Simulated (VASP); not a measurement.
# Yb (P6_3/mmc) in VASP: notebook, part 2 of 2

VASP 6.6.1.

### Step 3. Relaxation of cell and atoms, PBE, target pressure 46 GPa, at which the enthalpy is minimised

This run uses another cell than the first one, of 17.56 Å³/atom.

Input file INCAR:

```
  ALGO = Normal
  EDIFF = 1E-6
  EDIFFG = -0.005
  ENCUT = 600
  GGA = PE
  IBRION = 2
  ISIF = 3
  ISMEAR = -1
  LASPH = T
  LCHARG = F
  LREAL = F
  LWAVE = F
  NELM = 100
  NSW = 60
  PREC = Accurate
  PSTRESS = 460.0
  SIGMA = 0.08
```

Input file KPOINTS:

```
k-points
0
Gamma
  15 15 8
```

Input file POSCAR:

```
Yb
1.0
    2.9254408196      0.0000000000      0.0000000000
   -1.4627204098      2.5335060670      0.0000000000
    0.0000000000      0.0000000000      4.7392141277
Yb
2
Direct
    0.3333333333      0.6666666667      0.2500000000
    0.6666666667      0.3333333333      0.7500000000
```

Potentials or basis: VASP PAW PBE potentials, release 64 (Yb).

Run with:

```console
> cat potpaw_PBE.64/Yb/POTCAR > POTCAR
> mpirun -np 1 vasp_std > vasp.out
```

OUTCAR:

```text
EDIFF = 1E-6
   EDIFFG = -0.005
   ENCUT = 600
   GGA = PE
   IBRION = 2
   ISIF = 3
   ISMEAR = -1
   LASPH = T
   LREAL = F
   NELM = 100
   NSW = 60
   PREC = Accurate
   PSTRESS = 460.0

 ion  position               nearest neighbor table
   1  0.333  0.667  0.250-   2 2.91   2 2.91   2 2.91   2 2.91   2 2.91   2 2.91
   2  0.667  0.333  0.750-   1 2.91   1 2.91   1 2.91   1 2.91   1 2.91   1 2.91

  LATTYP: Found a hexagonal cell.
 ALAT       =     2.9254408196
 C/A-ratio  =     1.6200000000

  Lattice vectors:

 A1 = (   2.9254408196,   0.0000000000,   0.0000000000)
 A2 = (  -1.4627204098,   2.5335060670,   0.0000000000)
 A3 = (   0.0000000000,   0.0000000000,   4.7392141277)

Analysis of symmetry for initial positions (statically):
=====================================================================
 Subroutine PRICEL returns:
 Original cell was already a primitive cell.

 Routine SETGRP: Setting up the symmetry group for a
 hexagonal supercell.

 Subroutine GETGRP returns: Found 24 space group operations
 (whereof 12 operations were pure point group operations)
 out of a pool of 24 trial point group operations.

The static configuration has the point symmetry D_3d.
 The point group associated with its full space group is D_6h.

Analysis of symmetry for dynamics (positions and initial velocities):
=====================================================================
 Subroutine PRICEL returns:
 Original cell was already a primitive cell.

 Routine SETGRP: Setting up the symmetry group for a
 hexagonal supercell.

 Subroutine GETGRP returns: Found 24 space group operations
 (whereof 12 operations were pure point group operations)
[... 132 lines left out ...]
   LEPSILON=     F    determine dielectric tensor
   LRPA    =     F    only Hartree local field effects (RPA)
 conjugate gradient relaxation of ions
 non-spin polarized calculation
  energy-cutoff  :      600.00
  volume of cell :       35.13
 maximum number of plane-waves:      1186
 NGX is ok and might be reduce to    24
   NGX = 11   NGY = 11   NGZ = 19

--------------------------------------- Ionic step        1  -------------------------------------------

 number of electron      47.9999998 magnetization

 Free energy of the ion-electron system (eV)
  ---------------------------------------------------
  ext. energy  EPLUGINS =         0.00000000
  ---------------------------------------------------
  free energy    TOTEN  =        -4.19929903 eV

  energy without entropy =       -4.15251223  energy(sigma->0) =       -4.17590563

------------------------ aborting loop because EDIFF is reached ----------------------------------------

  FORCE on cell =-STRESS in cart. coord.  units (eV):
  Direction    XX          YY          ZZ          XY          YZ          ZX
  --------------------------------------------------------------------------------------
  -------------------------------------------------------------------------------------
  Total        9.9632726      9.9632726      9.5617880      0.0000000     -0.0000000      0.0000000
  in kB      454.4572120    454.4572119    436.1441964      0.0000000     -0.0000000      0.0000000
  external PRESSURE =     -11.6471266 kB  Pullay stress =     460.0000000 kB
[... 97 lines left out ...]
  energy  without entropy=       -4.1217369743  energy(sigma->0) =       -4.14506647

  enthalpy is  TOTEN    =         5.8859810311 eV   P V=       10.0543770002

[... ionic steps 4 to 35 ...]

--------------------------------------- Ionic step       36  -------------------------------------------

 number of electron      48.0000006 magnetization

------------------------ aborting loop because EDIFF is reached ----------------------------------------
[... 71 lines left out ...]
--------------------------------------- Ionic step       38  -------------------------------------------

 number of electron      48.0000005 magnetization

 Free energy of the ion-electron system (eV)
  ---------------------------------------------------
  ext. energy  EPLUGINS =         0.00000000
  ---------------------------------------------------
  free energy    TOTEN  =        -4.26813641 eV

  energy without entropy =       -4.22011793  energy(sigma->0) =       -4.24412717

 E-fermi :   4.3208     XC(G=0): -13.1698

 val. band max:        4.3138707139   @ k =   0.3333   0.0667   0.1250
 cond. band min:       4.3413488402   @ k =   0.2000   0.1333   0.0000
 fundamental gap:      0.0274781262
 Fermi energy:         4.3208264879

 k-point     1 :       0.0000    0.0000    0.0000
  band No.  band energies     occupation
      1     -47.3328      2.00000
      2     -46.9698      2.00000
      3     -21.0476      2.00000
      4     -18.6629      2.00000
      5     -18.6629      2.00000
      6     -18.2905      2.00000
[... 733 lines left out ...]
     27       6.9227      0.00000
     28       7.6810      0.00000

 [... further k-points ...]

------------------------ aborting loop because EDIFF is reached ----------------------------------------

  FORCE on cell =-STRESS in cart. coord.  units (eV):
  Direction    XX          YY          ZZ          XY          YZ          ZX
  --------------------------------------------------------------------------------------
  -------------------------------------------------------------------------------------
  Total       10.1608948     10.1608948     10.1587007      0.0000000     -0.0000000      0.0000000
  in kB      460.4508274    460.4508274    460.3513964      0.0000000     -0.0000000      0.0000000
  external PRESSURE =       0.4176837 kB  Pullay stress =     460.0000000 kB
[... 21 lines left out ...]
  energy  without entropy=       -4.2201179252  energy(sigma->0) =       -4.24412717

  enthalpy is  TOTEN    =         5.8828098845 eV   P V=       10.1509462901

 reached required accuracy - stopping structural energy minimisation
```

OSZICAR:

```text
N       E                     dE             d eps       ncg     rms          rms(c)
DAV:   1     0.261207232107E+03    0.26121E+03   -0.17168E+04 11064   0.121E+04
DAV:   2     0.471503912895E+02   -0.21406E+03   -0.20620E+03 10500   0.828E+02
DAV:   3     0.625556952920E+01   -0.40895E+02   -0.38614E+02 12140   0.220E+02
[... 400 lines left out ...]
       N       E                     dE             d eps       ncg     rms          rms(c)
DAV:   1    -0.426814147585E+01    0.39509E-03   -0.16904E-05  9864   0.228E-01    0.378E-02
DAV:   2    -0.426817382011E+01   -0.32344E-04   -0.15860E-04  9048   0.640E-01    0.103E-01
DAV:   3    -0.426813573642E+01    0.38084E-04   -0.10075E-04  8484   0.511E-01    0.801E-03
DAV:   4    -0.426813640556E+01   -0.66914E-06   -0.10797E-06  4564   0.285E-02
  38 F= 0.58828099E+01 E0= 0.59068191E+01  d E =-.487163E-06
```

CONTCAR:

```text
Yb
   1.00000000000000
     2.9456195099325364    0.0000000000000000   -0.0000000000000000
    -1.4728097549662682    2.5509813253904992   -0.0000000000000000
    -0.0000000000000000   -0.0000000000000000    4.7051703713133959
  Yb
     2
Direct
     0.3333333332999970    0.6666666667000030    0.2500000000000000
     0.6666666667000030    0.3333333332999970    0.7500000000000000

  0.00000000E+00  0.00000000E+00  0.00000000E+00
  0.00000000E+00  0.00000000E+00  0.00000000E+00
```

It took 40 min on 1 thread of AMD EPYC 9R45 (Zen 5), shared host; peak memory 0.28 GiB.

Results:

- Free energy: -4.2681 eV
- Relaxed volume: 17.68 Å³/atom
- Relaxed cell: a = 2.946 Å, b = 2.946 Å, c = 4.705 Å, α = 90.00°, β = 90.00°, γ = 120.00°
- Space group after relaxing (to 0.1 Å): P6_3/mmc (No. 194)
- Energy change on relaxing (the run minimises the enthalpy): -34.4 meV/atom
- Ionic steps: 38
- Pressure after relaxing: 46.0 GPa
- Band gap on the k mesh: zero (bands 24 and 25 overlap by 0.91 eV)

The path:
| step | energy change (eV) | largest force (eV/Å) | pressure (GPa) | volume (Å³) |
| --- | --- | --- | --- | --- |
| 1 | 0.0000 | 0.0000 | 44.84 | 35.13 |
| 2 | 0.1939 | 0.0000 | 50.11 | 34.48 |
| 3 | 0.0309 | 0.0000 | 48.07 | 35.02 |
| 4 | 0.0169 | 0.0000 | 47.00 | 35.07 |
| 5 | 0.0124 | 0.0000 | 47.84 | 35.08 |
| 6 | 0.0062 | 0.0000 | 47.13 | 35.10 |
| 7 | 0.0031 | 0.0000 | 47.39 | 35.11 |
| 8 | 0.0016 | 0.0000 | 47.19 | 35.12 |
| 9 | 0.0008 | 0.0000 | 47.60 | 35.12 |
| 10 | 0.0004 | 0.0000 | 46.97 | 35.12 |
| 11 | 0.0002 | 0.0000 | 47.06 | 35.12 |
| 12 | 0.0001 | 0.0000 | 47.12 | 35.12 |
| 13 | 0.0001 | 0.0000 | 48.44 | 35.13 |
| 14 | 0.0000 | 0.0000 | 47.66 | 35.13 |
| 15 | 0.0000 | 0.0000 | 47.22 | 35.13 |
| 16 | 0.0000 | 0.0000 | 47.39 | 35.13 |
| 17 | 0.0000 | 0.0000 | 47.11 | 35.13 |
| 18 | 0.0000 | 0.0000 | 47.13 | 35.13 |
| 19 | 0.0000 | 0.0000 | 47.75 | 35.13 |
| 20 | -0.1258 | 0.0000 | 44.62 | 35.56 |
| 21 | -0.0819 | 0.0000 | 44.83 | 35.41 |
| 22 | -0.0584 | 0.0000 | 46.17 | 35.32 |
| 23 | -0.0671 | 0.0000 | 45.47 | 35.35 |
| 24 | -0.0647 | 0.0000 | 46.29 | 35.35 |
| 25 | -0.0677 | 0.0000 | 46.81 | 35.35 |
| 26 | -0.0757 | 0.0000 | 45.98 | 35.38 |
| 27 | -0.0877 | 0.0000 | 45.74 | 35.43 |
| 28 | -0.0791 | 0.0000 | 44.54 | 35.39 |
| 29 | -0.0770 | 0.0000 | 45.39 | 35.38 |
| 30 | -0.0474 | 0.0000 | 46.35 | 35.28 |
| 31 | -0.0664 | 0.0000 | 46.33 | 35.35 |
| 32 | -0.0700 | 0.0000 | 45.90 | 35.36 |
| 33 | -0.0690 | 0.0000 | 45.55 | 35.36 |
| 34 | -0.0673 | 0.0000 | 45.82 | 35.35 |
| 35 | -0.0669 | 0.0000 | 46.13 | 35.35 |
| 36 | -0.0727 | 0.0000 | 45.79 | 35.37 |
| 37 | -0.0692 | 0.0000 | 45.97 | 35.36 |
| 38 | -0.0688 | 0.0000 | 46.04 | 35.36 |

Final structure:
```
Yb
1.0
     2.94562    0.00000    0.00000
    -1.47281    2.55098    0.00000
     0.00000    0.00000    4.70517
Yb
2
Cartesian
  0.0000 1.7007 1.1763
  1.4728 0.8503 3.5289
```

Levels at points of the mesh, in eV from the Fermi level:
```csv
k point,band 21,band 22,band 23,band 24,band 25,band 26,band 27,band 28
"(0.00, 0.00, 0.00)",-0.60,-0.60,-0.49,-0.48,3.37,3.37,3.78,4.44
"(0.00, 0.00, 0.50)",-0.55,-0.55,-0.48,-0.48,2.47,2.47,3.24,3.24
```

Caveat: the cell is relaxed towards a set pressure, so the run minimises the enthalpy, not the energy; spin-orbit coupling is left out, which moves the levels of the heavy elements. Spin polarisation is off, so any magnetic state and its effect on volume and gap are missing.

### Step 4. Single point, PBE

Input file INCAR:

```
SYSTEM = Yb
ALGO = Normal
EDIFF = 1E-6
ENCUT = 520
GGA = PE
ISIF = 2
ISMEAR = -1
LASPH = .True.
LCHARG = .False.
LREAL = .False.
LWAVE = .False.
NBANDS = 31
NELM = 100
PREC = Accurate
SIGMA = 0.08
```

Input file KPOINTS:

```
k-points
0
Gamma
  15 15 8
  0 0 0
```

Input file POSCAR:

```
Yb
1.0
    2.9434285464      0.0000000000      0.0000000000
   -1.4717142732      2.5490838954      0.0000000000
    0.0000000000      0.0000000000      4.6955033567
Yb
2
Direct
    0.3333333333      0.6666666667      0.2500000000
    0.6666666667      0.3333333333      0.7500000000
```

Run with:

```console
> cat potpaw_PBE.64/Yb/POTCAR > POTCAR
> mpirun -np 1 vasp_std > vasp.out
```

It took 12 min on 1 thread of Intel Xeon 8259CL, shared host; peak memory 0.27 GiB.

It converged, with:

| Quantity | Value |
| --- | --- |
| Free energy | -4.2309 eV |
| Pressure | 47.4 GPa |
| Band gap on the k mesh | zero (bands 24 and 25 overlap by 0.92 eV) |

Stress tensor (GPa, compression positive):
```
47.34  0.00  0.00
 0.00 47.34  0.00
 0.00  0.00 47.43
```

Levels at points of the mesh, in eV from the Fermi level:
| k point | band 21 | band 22 | band 23 | band 24 | band 25 | band 26 | band 27 | band 28 |
| --- | --- | --- | --- | --- | --- | --- | --- | --- |
| (0.00, 0.00, 0.00) | -0.60 | -0.60 | -0.49 | -0.48 | 3.37 | 3.37 | 3.80 | 4.49 |
| (0.00, 0.00, 0.50) | -0.55 | -0.55 | -0.49 | -0.49 | 2.48 | 2.48 | 3.23 | 3.23 |

Caveat: the cell stands under pressure; spin-orbit coupling is left out, which moves the levels of the heavy elements.

The gap in the log of VASP goes by the Fermi energy; the results here count the filled bands.